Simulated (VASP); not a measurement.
Write the native input for VASP 6.6.1 that does the following.

```
Task                   : relaxation of cell and atoms
Functional             : PBE
Potentials or basis    : VASP PAW PBE potentials, release 64 (Zn, Sn_d, N)
Cutoff                 : 600 eV
k mesh                 : 6 × 6 × 6
Occupations            : gaussian, width 0.1 eV
Spin                   : no spin polarisation
Dipole correction      : no
Further INCAR settings : ALGO = Normal; EDIFF = 1e-06; IBRION = 2; EDIFFG = -0.04; NSW = 90; ISIF = 3
```

The structure of Zn2SnN3 lies in POSCAR:

```
Zn2SnN3
1.0
    2.5803106500      1.4897430500      4.0974077400
   -2.5803106500      1.4897430500      4.0974077400
    0.0000000000     -2.9794860900      4.0974077400
Zn Sn N
2 1 3
Direct
    0.3765683900      0.3765683900      0.3765683900
    0.6234316100      0.6234316100      0.6234316100
    0.0000000000      0.0000000000      0.0000000000
    0.8070374700      0.8070374700      0.8070374700
    0.1929625300      0.1929625300      0.1929625300
    0.5000000000      0.5000000000      0.5000000000
```

The cell was generated, and may not be a known phase.

The input as run:

INCAR

```
SYSTEM = Zn2SnN3
PREC = Accurate
ENCUT = 600
EDIFF = 1E-6
ISMEAR = 0
SIGMA = 0.1
LREAL = .False.
LASPH = .True.
NELM = 100
ALGO = Normal
ISIF = 3
LWAVE = .False.
LCHARG = .False.
GGA = PE
IBRION = 2
NSW = 90
EDIFFG = -0.04
```

KPOINTS

```
Automatic mesh
0
Gamma
  6 6 6
  0 0 0
```

Potentials or basis: VASP PAW PBE potentials, release 64 (Zn, Sn_d, N).

Run with:

```console
$ cat potpaw_PBE.64/Zn/POTCAR potpaw_PBE.64/Sn_d/POTCAR potpaw_PBE.64/N/POTCAR > POTCAR
$ mpirun -np 1 vasp_std > vasp.out
```

It gave:

```yaml
Relaxed_volume: 21.03 Å³/atom
Relaxed_cell: a = 5.136 Å, b = 5.136 Å, c = 5.136 Å, α = 76.83°, β = 76.83°, γ = 76.83°
Space_group_after_relaxing_to_0.1_Å: R-3m (No. 166)
Energy_gained_by_relaxing: 877.7 meV/atom
Ionic_steps: 49
Pressure_after_relaxing: 0.1 GPa
Largest_force_after_relaxing: 0.012 eV/Å
Band_gap_on_the_k_mesh: zero (an odd number of electrons rules out a gap without spin polarisation)
```

Caveat: the volume moved by over 15 % at a fixed basis, so the end points are rough; spin-orbit coupling is left out, which moves the levels of the heavy elements; an odd number of electrons without spin polarisation forces a metal; a magnetic or distorted state may lie lower.

Wall time 29 min on 1 thread of AMD EPYC 9R45 96-Core Processor (Zen 5), on a shared host, peak memory 0.3 GiB.
